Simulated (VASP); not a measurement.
Here is a VASP 6.6.1 calculation.

The input INCAR:

```
SYSTEM = N
PREC     = Accurate       ! precision mode
ENCUT    = 520            ! plane-wave cutoff, eV
EDIFF    = 1E-7           ! SCF threshold, eV
ISMEAR   = 0              ! smearing method
SIGMA    = 0.05           ! smearing width, eV
LREAL    = .FALSE.        ! projectors in reciprocal space
LASPH    = .TRUE.         ! aspherical terms in the spheres
NELM     = 60             ! most SCF steps
ALGO     = Normal         ! electronic algorithm
ISIF     = 2              ! what is computed and relaxed
LWAVE    = .FALSE.        ! write WAVECAR
LCHARG   = .FALSE.        ! write CHGCAR
GGA      = PS             ! functional
NBANDS   = 18             ! bands
```

The input KPOINTS:

```
regular mesh
0
G
  6 6 4
  0 0 0
```

POSCAR

```
N
1.0
    4.1672328106      0.0000000000      0.0000000000
   -2.0836164053      3.6089294775      0.0000000000
    0.0000000000      0.0000000000      7.0060035100
N
4
Direct
    0.3645060123      0.7290120246      0.2646994127
    0.3333333333      0.6666666667      0.1710699600
    0.6666666667      0.3333333333      0.8289300400
    0.6666666667      0.3333333333      0.6710699600
```

Potentials or basis: VASP PAW PBE potentials, release 64 (N).

The run is started by

```bash
$ cat potpaw_PBE.64/N/POTCAR > POTCAR
$ mpirun -np 1 vasp_std > vasp.out
```

Problem. Estimate the largest force.

Solution. 312.231 eV/Å.

Problem. Estimate the pressure.

Solution. 108.7 GPa.

Problem. Estimate the band gap on the k mesh.

Solution. 6.84 eV, indirect (least direct gap 6.85 eV).

Forces on the atoms (eV/Å):
```
N      0.000  101.349  295.324
N      0.000 -101.354 -295.306
N      0.000   -0.027    0.882
N      0.000    0.031   -0.901
```

Caveat: the cell differs from its parent crystal (atom 1 (N) moved by (+0.225, -0.450) A along y and z); the standard files for N, O and F lose accuracy on very short bonds; the PAW data sets were made with another functional, which shifts forces and pressure a little. A k mesh can miss the band edges.
